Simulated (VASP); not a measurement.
Crystal: BiO5.

```
CELL_PARAMETERS angstrom
2.91130 0.00000 0.00000
-1.45565 2.52126 0.00000
0.00000 0.00000 13.87232
ATOMIC_POSITIONS crystal
Bi 0.66667 0.33333 0.00000
O 0.00000 0.00000 0.83634
O 0.66667 0.33333 0.66780
O 0.00000 0.00000 0.50000
O 0.66667 0.33333 0.33220
O 0.00000 0.00000 0.16366
```

```yaml
Program: VASP 6.6.1
Task: relaxation of cell and atoms
Functional: PBE
Potentials_or_basis: VASP PAW PBE potentials, release 64 (Bi_d, O)
Cutoff: 600 eV
k_mesh: 6 × 6 × 2
Occupations: gaussian, width 0.1 eV
Spin: no spin polarisation
```

At the start: pressure -6.2 GPa; volume 16.97 Å³/atom.

**Question.** How do energy, volume and symmetry change on relaxing?

**Answer.** Over 43 steps the energy falls by 2037.0 meV/atom and the volume is 16.83 Å³/atom (-0.8 %); space group P-6m2 (No. 187, to 0.05 Å).

Step by step:
```
step  energy change (eV)  largest force (eV/Å)  pressure (GPa)  volume (Å³)
   1              0.0000                1.7517           -6.19       101.82
   3             -7.6399                2.4709           18.07        68.71
   5             -8.3606                2.2785           10.01        71.98
   7             -9.0612                3.0975            9.59        73.71
   9            -10.0564                4.7158            7.09        73.76
  11             -1.7725               79.3094           36.84        82.58
  13            -10.4310                2.9207            7.05        74.50
  15            -10.6047                0.6773            5.97        75.87
  17            -10.9420                2.1623           -5.20        81.53
  19            -11.2730                0.8293           -2.80        82.76
  21            -11.5717                2.0719            2.37        84.00
  23            -11.9237                1.7759            1.51        86.55
  25            -11.8646                3.7740            4.31        86.76
  27            -12.0078                1.2333           -0.40        88.10
  29            -12.1099                0.1705            1.05        87.34
  31            -12.1186                0.1595            0.79        87.89
  33            -12.1691                0.2553           -0.57        92.53
  35            -12.1941                0.1290           -1.16        99.12
  37            -12.2054                0.6221            0.26        99.85
  39            -12.2214                0.0803           -0.02       100.87
  41            -12.2215                0.0722           -0.01       100.83
  43            -12.2220                0.0226            0.24       100.99
```

Final structure:
```cif
data_structure
_symmetry_space_group_name_H-M 'P 1'
_symmetry_Int_Tables_number 1
_cell_length_a 3.4039
_cell_length_b 3.4039
_cell_length_c 10.0651
_cell_angle_alpha 90.000
_cell_angle_beta 90.000
_cell_angle_gamma 120.000
_cell_volume 100.99
loop_
_atom_site_label
_atom_site_type_symbol
_atom_site_fract_x
_atom_site_fract_y
_atom_site_fract_z
_atom_site_occupancy
Bi1 Bi 0.66667 0.33333 0.00000 1
O1 O 0.00000 0.00000 0.87431 1
O2 O 0.66667 0.33333 0.56422 1
O3 O 0.00000 0.00000 0.50000 1
O4 O 0.66667 0.33333 0.43578 1
O5 O 0.00000 0.00000 0.12569 1
```

Caveat: the k points lie up to 0.36 Å⁻¹ apart in the final cell; an odd number of electrons without spin polarisation forces a metal; a magnetic or distorted state may lie lower.
